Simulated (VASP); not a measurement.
Write the native input for VASP 6.6.1 that does the following.

```
Task                   : single point
Functional             : PBEsol
Potentials or basis    : VASP PAW PBE potentials, release 64 (Si, C)
Cutoff                 : 520 eV
k mesh                 : 12 × 12 × 12
Occupations            : gaussian, width 0.05 eV
Spin                   : no spin polarisation
Dipole correction      : no
Further INCAR settings : ALGO = Normal; EDIFF = 1e-07; NBANDS = 11
```

The structure of SiC lies in POSCAR:

```
SiC
1.0
    0.0000000000      2.1440364509      2.1440364509
    2.1440364509      0.0000000000      2.1440364509
    2.0339759131      2.0339759131      0.1100605378
Si C
1 1
Direct
    0.0000000000      0.0000000000      0.0000000000
    0.7500000000      0.7500000000      0.7500000000
```

The input as run:

INCAR

```
PREC     = Accurate       # precision mode
ENCUT    = 520            # plane-wave cutoff, eV
EDIFF    = 1E-7           # SCF threshold, eV
ISMEAR   = 0              # smearing method
SIGMA    = 0.05           # smearing width, eV
LREAL    = F              # projectors in reciprocal space
LASPH    = T              # aspherical terms in the spheres
NELM     = 60             # most SCF steps
ALGO     = Normal         # electronic algorithm
ISIF     = 2              # what is computed and relaxed
LWAVE    = F              # write WAVECAR
LCHARG   = F              # write CHGCAR
GGA      = PS             # functional
NBANDS   = 11             # bands
```

KPOINTS

```
Automatic mesh
0
Gamma
  12 12 12
```

Potentials or basis: VASP PAW PBE potentials, release 64 (Si, C).

Launch:

```sh
$ cat potpaw_PBE.64/Si/POTCAR potpaw_PBE.64/C/POTCAR > POTCAR
$ mpirun -np 1 vasp_std > vasp.out
```

It gave:

```
Pressure               : 39.3 GPa
Largest force          : 1.967 eV/Å
Band gap on the k mesh : 0.67 eV, indirect (least direct gap 3.90 eV)
```

Caveat: the PAW data sets were made with another functional, which shifts forces and pressure a little.

Run time: 22 s on 1 thread of AMD EPYC 9R45 96-Core Processor (Zen 5), with other jobs on the host, peak memory 0.12 GiB.
